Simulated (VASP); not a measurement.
# C (P2_1/m) in VASP: further runs

Runs on C. Level: PBEsol+D3(BJ). Tasks: single point.

Everything below comes from runs of VASP 6.6.1. Logs are shortened: lines on timing, memory, paths and dates and some standing lists are left out, and cuts for length are marked.

## (1) The cell of the first run

It takes space group P2_1/m (No. 11, monoclinic). Conventional cell: a = 2.248 Å, b = 6.119 Å, c = 2.470 Å, α = 90.00°, β = 111.16°, γ = 90.00°. Within 1.7 Å of C (site symmetry m) lie 3 C at 1.30 to 1.54 Å. Within 1.7 Å of C (site symmetry m) lie 3 C at 1.30 to 1.54 Å.

## (2) Single point, PBEsol+D3(BJ) (engineering shear strain xy -0.2000, normal strain along z -0.0700)

Input file INCAR:

```
PREC     = Accurate       # precision mode
ENCUT    = 520            # plane-wave cutoff, eV
EDIFF    = 1E-7           # SCF threshold, eV
ISMEAR   = 0              # smearing method
SIGMA    = 0.15           # smearing width, eV
LREAL    = F              # projectors in reciprocal space
LASPH    = T              # aspherical terms in the spheres
NELM     = 60             # most SCF steps
ALGO     = Normal         # electronic algorithm
ISIF     = 2              # what is computed and relaxed
LWAVE    = F              # write WAVECAR
LCHARG   = F              # write CHGCAR
GGA      = PS             # functional
IVDW     = 12             # dispersion correction
NBANDS   = 16             # bands
```

Input file KPOINTS:

```
regular mesh
0
Gamma
  18 18 6
```

Input file POSCAR:

```
C
1.0
    2.4580081300     -0.2458008130      0.0000000000
   -1.4418738133      2.2515978898      0.0000000000
    0.0000000000      0.0000000000      6.1194527631
C
4
Direct
    0.0000000000      0.0000000000      0.0025000000
    0.0000000000      0.0000000000      0.5025000000
    0.3333333333      0.6666666667      0.0025000000
    0.6666666667      0.3333333333      0.5025000000
```

Potentials or basis: VASP PAW PBE potentials, release 64 (C).

Command:

```sh
$ cat potpaw_PBE.64/C/POTCAR > POTCAR
$ mpirun -np 1 vasp_std > vasp.out
```

OUTCAR:

```text
PREC = Accurate
   ENCUT = 520
   EDIFF = 1E-7
   ISMEAR = 0
   LREAL = F
   LASPH = T
   NELM = 60
   ISIF = 2
   GGA = PS
   IVDW = 12
 IVDW          = 12

 ion  position               nearest neighbor table
   1  0.000  0.000  0.002-   3 1.30   3 1.43   3 1.54
   2  0.000  0.000  0.502-   4 1.30   4 1.43   4 1.54
   3  0.333  0.667  0.002-   1 1.30   1 1.43   1 1.54
   4  0.667  0.333  0.502-   2 1.30   2 1.43   2 1.54

  LATTYP: Found a simple monoclinic cell.
 ALAT       =     2.2484996915
 B/A-ratio  =     2.7215715377
 C/A-ratio  =     1.0986292805
 COS(beta)  =    -0.3609105083

  Lattice vectors:

 A1 = (   1.0161343167,   2.0057970768,   0.0000000000)
 A2 = (   0.0000000000,   0.0000000000,  -6.1194527631)
 A3 = (  -2.4580081300,   0.2458008130,   0.0000000000)

Analysis of symmetry for initial positions (statically):
=====================================================================
 Subroutine PRICEL returns:
 Original cell was already a primitive cell.

 Routine SETGRP: Setting up the symmetry group for a
 simple monoclinic supercell.

 Subroutine GETGRP returns: Found  4 space group operations
 (whereof  1 operations were pure point group operations)
 out of a pool of  4 trial point group operations.

The static configuration has the point symmetry C_1 .
 The point group associated with its full space group is C_2h.

Analysis of symmetry for dynamics (positions and initial velocities):
=====================================================================
 Subroutine PRICEL returns:
 Original cell was already a primitive cell.

 Routine SETGRP: Setting up the symmetry group for a
 simple monoclinic supercell.

 Subroutine GETGRP returns: Found  4 space group operations
 (whereof  1 operations were pure point group operations)
 out of a pool of  4 trial point group operations.

The dynamic configuration has the point symmetry C_1 .
 The point group associated with its full space group is C_2h.

 Subroutine INISYM returns: Found  4 space group operations
 (whereof  1 operations are pure point group operations),
 and found     1 'primitive' translations

----------------------------------------------------------------------------------------

                                     Primitive cell
[... 93 lines left out ...]
   ENCUT  =  520.0 eV  38.22 Ry    6.18 a.u.   4.59  4.97 11.38*2*pi/ulx,y,z
   NELM   =     60;   NELMIN=  2; NELMDL= -5     # of ELM steps
   EDIFF  = 0.1E-06   stopping-criterion for ELM
   LREAL  =      F    real-space projection
   EDIFFG = 0.1E-05   stopping-criterion for IOM
   NSW    =      0    number of steps for IOM
   IBRION =     -1    ionic relax: 0-MD 1-quasi-New 2-CG
   NFREE  =      0    steps in history (QN), initial steepest desc. (CG)
   ISIF   =      2    stress and relaxation
   ISYM   =      2    0-nonsym 1-usesym 2-fastsym
   POTIM  = 0.5000    time-step for ionic-motion
   TEBEG  =    0.0;   TEEND  =   0.0 temperature during run
   PSTRESS=    0.0 pullay stress
   NELECT =      16.0000    total number of electrons
   NUPDOWN=      -1.0000    fix difference up-down
   EMIN   =  10.00;   EMAX   =-10.00  energy-range for DOS
   EFERMI =   0.00;   METHOD = LEGACY
   ISMEAR =     0;   SIGMA  =   0.15  broadening in eV -4-tet -1-fermi 0-gaus
   EFERMI_NEDOS =   21; number of points for ismear=-14 and -15
   IALGO  =     38    algorithm
   IMIX   =      4    mixing-type and parameters
     AMIX     =   0.40;   BMIX     =  1.00
     AMIX_MAG =   1.60;   BMIX_MAG =  1.00
  volume/ion in A,a.u.               =       7.92        53.48
  Fermi-wavevector in a.u.,A,eV,Ry     =   1.303466  2.463194 23.116631  1.699024
  Thomas-Fermi vector in A             =   2.434466
   LORBIT       =      0    0 simple, 1 ext, 2 COOP (PROOUT), +10 PAW based schemes
   GGA     = PS    functional components
   LHFCALC =     F    Hartree Fock is set to
   AEXX    =    0.0000 exact exchange contribution
   IVDW    =    12    specifies the selected vdW correction
   LEPSILON=     F    determine dielectric tensor
   LRPA    =     F    only Hartree local field effects (RPA)
 non-spin polarized calculation
 Gauss-broadening in eV      SIGMA  =   0.15
  energy-cutoff  :      520.00
  volume of cell :       31.70
 maximum number of plane-waves:       872
   NGX =  9   NGY =  9   NGZ = 23

 number of electron      16.0000000 magnetization

 Free energy of the ion-electron system (eV)
  ---------------------------------------------------
  ext. energy  EPLUGINS =         0.00000000
  ---------------------------------------------------
  free energy    TOTEN  =       -36.44722492 eV

  energy without entropy =      -36.44629492  energy(sigma->0) =      -36.44675992

 E-fermi :   5.8640     XC(G=0): -11.2329

 val. band max:        5.8222537226   @ k =   0.3889   0.2222   0.0000
 cond. band min:       5.8828683112   @ k =   0.3889   0.2222   0.0000
 fundamental gap:      0.0606145886
 Fermi energy:         5.8640443448

 k-point     1 :       0.0000    0.0000    0.0000
  band No.  band energies     occupation
      1     -14.4116      2.00000
      2     -13.8205      2.00000
      3      -3.6254      2.00000
      4      -0.5303      2.00000
      5       1.9876      2.00000
      6       1.9883      2.00000
[... 433 lines left out ...]
      3      -1.4337      2.00000
      4      -1.2343      2.00000
      5      -1.0927      2.00000
      6      -0.2973      2.00000
[... 8 lines left out ...]
     15      18.9960      0.00000
     16      19.5543      0.00000

 [... further k-points ...]

------------------------ aborting loop because EDIFF is reached ----------------------------------------

 Edisp (eV)   -0.44842

 E8    (eV) :    -0.2179

  FORCE on cell =-STRESS in cart. coord.  units (eV):
  Direction    XX          YY          ZZ          XY          YZ          ZX
  --------------------------------------------------------------------------------------
  -------------------------------------------------------------------------------------
  Total       5.59752     5.29006     0.77326    20.61302     0.00000     0.00000
  in kB     282.91836   267.37821    39.08332  1041.85452     0.00000     0.00000
  external pressure =      196.46 kB  Pullay stress =        0.00 kB

 VOLUME and BASIS-vectors are now :
 -----------------------------------------------------------------------------
  energy-cutoff  :      520.00
  volume of cell :       31.70
      direct lattice vectors                 reciprocal lattice vectors
     2.458008130 -0.245800813  0.000000000     0.434668708  0.278352290  0.000000000
    -1.441873813  2.251597890  0.000000000     0.047451600  0.474515998  0.000000000
     0.000000000  0.000000000  6.119452763     0.000000000  0.000000000  0.163413305

 POSITION                                       TOTAL-FORCE (eV/Angst)
 -----------------------------------------------------------------------------------
      0.00000      0.00000      0.01530         2.869340      1.201013      0.000000
      0.00000      0.00000      3.07503        -2.869340     -1.201013      0.000000
     -0.14191      1.41913      0.01530        -2.923857     -1.215549      0.000000
      1.15805      0.58667      3.07503         2.923857      1.215549      0.000000
 -----------------------------------------------------------------------------------
    total drift:                                0.000000      0.000000      0.000025

  FREE ENERGIE OF THE ION-ELECTRON SYSTEM (eV)
  ---------------------------------------------------
  free  energy   TOTEN  =       -36.8956424983 eV

  energy  without entropy=      -36.8947124925  energy(sigma->0) =      -36.89517750
```

OSZICAR:

```text
N       E                     dE             d eps       ncg     rms          rms(c)
DAV:   1     0.274975169209E+02    0.27498E+02   -0.81029E+03 20992   0.947E+02
DAV:   2    -0.369312188471E+02   -0.64429E+02   -0.58472E+02 29160   0.184E+02
DAV:   3    -0.392854147436E+02   -0.23542E+01   -0.23443E+01 26936   0.325E+01
DAV:   4    -0.393015074985E+02   -0.16093E-01   -0.16090E-01 26288   0.324E+00
DAV:   5    -0.393017146448E+02   -0.20715E-03   -0.20714E-03 26400   0.345E-01    0.987E+00
DAV:   6    -0.370865199825E+02    0.22152E+01   -0.14773E+00 25232   0.866E+00    0.557E+00
DAV:   7    -0.364420915658E+02    0.64443E+00   -0.16551E+00 26328   0.917E+00    0.154E+00
DAV:   8    -0.364495155303E+02   -0.74240E-02   -0.10996E-01 23520   0.219E+00    0.374E-01
DAV:   9    -0.364471109443E+02    0.24046E-02   -0.47450E-03 25568   0.549E-01    0.926E-02
DAV:  10    -0.364472095193E+02   -0.98575E-04   -0.36815E-04 25744   0.130E-01    0.441E-02
DAV:  11    -0.364472256554E+02   -0.16136E-04   -0.18698E-05 25152   0.356E-02    0.636E-03
DAV:  12    -0.364472244922E+02    0.11632E-05   -0.92893E-07 25808   0.788E-03    0.333E-03
DAV:  13    -0.364472249600E+02   -0.46783E-06   -0.44606E-07 24120   0.489E-03    0.114E-03
DAV:  14    -0.364472249227E+02    0.37328E-07   -0.58293E-09 14824   0.659E-04
   1 F= -.36895642E+02 E0= -.36895177E+02  d E =-.930006E-03
```

stdout:

```text
POSCAR found type information on POSCAR C
 POSCAR found :  1 types and       4 ions
 scaLAPACK will be used
 -----------------------------------------------------------------------------
|                                                                             |
|                                                                             |
|     You enforced a specific xc type in the INCAR file but a different       |
|     I HOPE YOU KNOW WHAT YOU ARE DOING!                                     |
|                                                                             |
 -----------------------------------------------------------------------------

 LDA part: xc-table for (Slater+PW92), standard interpolation
 POSCAR, INCAR and KPOINTS ok, starting setup
 FFT: planning ... GRIDC
 FFT: planning ... GRID_SOFT
 FFT: planning ... GRID
 WAVECAR not read
 entering main loop
```

It took 2.1 min on 1 thread of Intel Xeon 6975P-C (Granite Rapids), shared host; peak memory 0.34 GiB.

What came out:

| Quantity | Value |
| --- | --- |
| Free energy | -36.8956 eV |
| Pressure | 19.6 GPa |
| Largest force | 3.166 eV/Å |
| Band gap on the k mesh | 0.06 eV, direct |
| Dispersion energy per atom | -0.112 eV |

Forces in eV/Å, atoms in the order of the input:
```
C    2.869  1.201  0.000
C   -2.869 -1.201  0.000
C   -2.924 -1.216  0.000
C    2.924  1.216  0.000
```

Levels at points of the mesh, in eV from the valence-band top:
```
           k point  band 5  band 6  band 7  band 8  band 9  band 10  band 11  band 12
(0.00, 0.00, 0.00)   -3.83   -3.83   -2.32   -2.29    4.75     4.86     5.02     9.40
(0.50, 0.00, 0.00)   -8.20   -8.05   -1.68   -0.73    1.46     1.59     3.15     3.89
(0.00, 0.50, 0.00)   -6.22   -6.12   -3.28   -2.22    1.57     2.55     7.26     7.96
(0.50, 0.50, 0.00)   -4.76   -4.36   -4.27   -3.66    1.13     2.61     9.97    10.38
(0.00, 0.00, 0.50)   -3.82   -3.82   -2.30   -2.30    4.93     4.93     8.14     8.14
(0.50, 0.00, 0.50)   -8.13   -8.13   -0.91   -0.91    1.07     1.07     3.56     3.56
(0.00, 0.50, 0.50)   -6.18   -6.18   -2.57   -2.57    1.62     1.62     7.59     7.59
(0.50, 0.50, 0.50)   -4.32   -4.32   -4.04   -4.04    1.32     1.32    11.63    11.63
```

Caveat: the cell differs from its parent crystal (engineering shear strain xy -0.2000, normal strain along z -0.0700); the PAW data sets were made with another functional, which shifts forces and pressure a little. A k mesh can miss the band edges.

## (3) Single point, PBEsol+D3(BJ) (engineering shear strain xy -0.1500, normal strain along z +0.0525)

Input file INCAR:

```
SYSTEM = C
ALGO     = Normal         ! electronic algorithm
EDIFF    = 1E-6           ! SCF threshold, eV
ENCUT    = 520            ! plane-wave cutoff, eV
GGA      = PS             ! functional
ISIF     = 2              ! what is computed and relaxed
ISMEAR   = 0              ! smearing method
IVDW     = 12             ! dispersion correction
LASPH    = .TRUE.         ! aspherical terms in the spheres
LCHARG   = .FALSE.        ! write CHGCAR
LREAL    = .FALSE.        ! projectors in reciprocal space
LWAVE    = .FALSE.        ! write WAVECAR
NBANDS   = 16             ! bands
NELM     = 80             ! most SCF steps
PREC     = Accurate       ! precision mode
SIGMA    = 0.15           ! smearing width, eV
```

Input file KPOINTS:

```
k-points
0
G
  18 18 6
  0 0 0
```

Input file POSCAR:

```
C
1.0
    2.4580081303     -0.1843506097      0.0000000000
   -1.3886563765      2.2208727884      0.0000000000
    0.0000000000      0.0000000000      6.9255097181
C
4
Direct
    0.0000000000      0.0000000000      0.0025000000
    0.0000000000      0.0000000000      0.5025000000
    0.3333333333      0.6666666667      0.0025000000
    0.6666666667      0.3333333333      0.5025000000
```

Potentials or basis: VASP PAW PBE potentials, release 64 (C).

Command:

```sh
$ cat potpaw_PBE.64/C/POTCAR > POTCAR
$ mpirun -np 1 vasp_std > vasp.out
```

Wall time 7.1 min (1 thread of AMD EPYC 7R43 (Zen 3), shared host); peak memory 0.33 GiB.

Results (log left out):

| Item | Value |
| --- | --- |
| Free energy | -37.8408 eV |
| Pressure | 9.0 GPa |
| Largest force | 2.184 eV/Å |
| Band gap on the k mesh | 0.24 eV, indirect (the least direct gap lies 3.9 meV higher) |
| Dispersion energy per atom | -0.103 eV |

Forces in eV/Å, atoms in the order of the input:
```
C    2.063  0.685  0.000
C   -2.063 -0.685  0.000
C   -2.072 -0.688  0.000
C    2.072  0.688  0.000
```

Stress tensor (GPa, compression positive):
```
14.52 68.47  0.00
68.47 13.74  0.00
 0.00  0.00 -1.38
```

Levels at points of the mesh, in eV from the valence-band top:
| k point | band 4 | band 5 | band 6 | band 7 | band 8 | band 9 | band 10 | band 11 | band 12 | band 13 |
| --- | --- | --- | --- | --- | --- | --- | --- | --- | --- | --- |
| (0.00, 0.00, 0.00) | -6.90 | -3.43 | -3.42 | -2.46 | -2.45 | 3.77 | 5.96 | 6.02 | 9.37 | 9.42 |
| (0.50, 0.00, 0.00) | -12.78 | -7.66 | -7.62 | -1.50 | -0.93 | 1.38 | 1.72 | 4.41 | 4.72 | 11.92 |
| (0.00, 0.50, 0.00) | -13.25 | -6.20 | -6.16 | -2.71 | -2.13 | 1.58 | 2.22 | 7.50 | 7.81 | 10.99 |
| (0.50, 0.50, 0.00) | -13.06 | -4.80 | -4.77 | -3.83 | -3.24 | 1.36 | 2.24 | 9.84 | 10.11 | 10.73 |
| (0.00, 0.00, 0.50) | -7.82 | -3.42 | -3.42 | -2.46 | -2.46 | 5.99 | 5.99 | 6.15 | 6.15 | 9.40 |
| (0.50, 0.00, 0.50) | -12.83 | -7.64 | -7.64 | -1.15 | -1.15 | 1.42 | 1.42 | 4.57 | 4.57 | 12.30 |
| (0.00, 0.50, 0.50) | -13.29 | -6.18 | -6.18 | -2.38 | -2.38 | 1.74 | 1.74 | 7.65 | 7.65 | 12.33 |
| (0.50, 0.50, 0.50) | -13.11 | -4.79 | -4.79 | -3.50 | -3.50 | 1.60 | 1.60 | 10.75 | 10.75 | 11.86 |

Caveat: the cell differs from its parent crystal (engineering shear strain xy -0.1500, normal strain along z +0.0525); the PAW data sets were made with another functional, which shifts forces and pressure a little. A k mesh can miss the band edges.
